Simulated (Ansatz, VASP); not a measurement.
## AlN in VASP and in Ansatz

```xyz
2
Lattice="0.0000 1.9930 1.9930 1.9930 0.0000 1.9930 1.9930 1.9930 0.0000" Properties=species:S:1:pos:R:3 pbc="T T T"
Al    1.9930    1.9930    1.9930
N     0.0000    0.0000    0.0000
```

Alike in both runs: task single point; functional HSE06; k mesh 6 × 6 × 6; occupations fermi-dirac, width 0.05 eV; no spin polarisation.

```csv
,VASP,Ansatz
version,VASP 6.6.1,Ansatz 0.2.0
potentials or method,"VASP PAW PBE potentials, release 64 (Al, N)",Ansatz PAW
plane-wave cutoff (eV),520,420
valence electrons in the cell,8,8
```

VASP gave:

| Item | Value |
| --- | --- |
| gap on the k mesh at the Fermi level (eV) | 6.43 |
| least direct gap on the mesh (eV) | 7.89 |
| pressure (GPa) | 10.0 |

Question: What did Ansatz give for the same quantities?

Answer: gap on the k mesh at the Fermi level (eV): 6.48; least direct gap on the mesh (eV): 7.89; pressure (GPa): 9.9.

The k mesh is coarse, so the values compare programs but aren't converged.
